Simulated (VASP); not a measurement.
Here is a VASP 6.6.1 calculation.

The input INCAR:

```
ALGO = Normal
EDIFF = 1E-7
ENCUT = 520
GGA = PE
ISIF = 2
ISMEAR = 0
LASPH = True
LCHARG = False
LREAL = False
LWAVE = False
NBANDS = 11
NELM = 60
PREC = Accurate
SIGMA = 0.01
```

Contents of KPOINTS:

```
k-points
0
Gamma
  8 8 8
```

File POSCAR:

```
BAs
1.0
    0.0000000000      2.3918676038      2.3918676038
    2.3918676038      0.0000000000      2.3918676038
    2.3918676038      2.3918676038      0.0000000000
B As
1 1
Direct
    0.0000000000      0.0000000000      0.0000000000
    0.2500000000      0.2500000000      0.2500000000
```

Potentials or basis: VASP PAW PBE potentials, release 64 (B, As).

Launch:

```bash
$ cat potpaw_PBE.64/B/POTCAR potpaw_PBE.64/As/POTCAR > POTCAR
$ mpirun -np 1 vasp_std > vasp.out
```

(1) Estimate the band gap on the k mesh.

(2) Estimate the pressure.

Answers

(1) 1.19 eV, indirect (least direct gap 3.27 eV).

(2) 2.8 GPa.
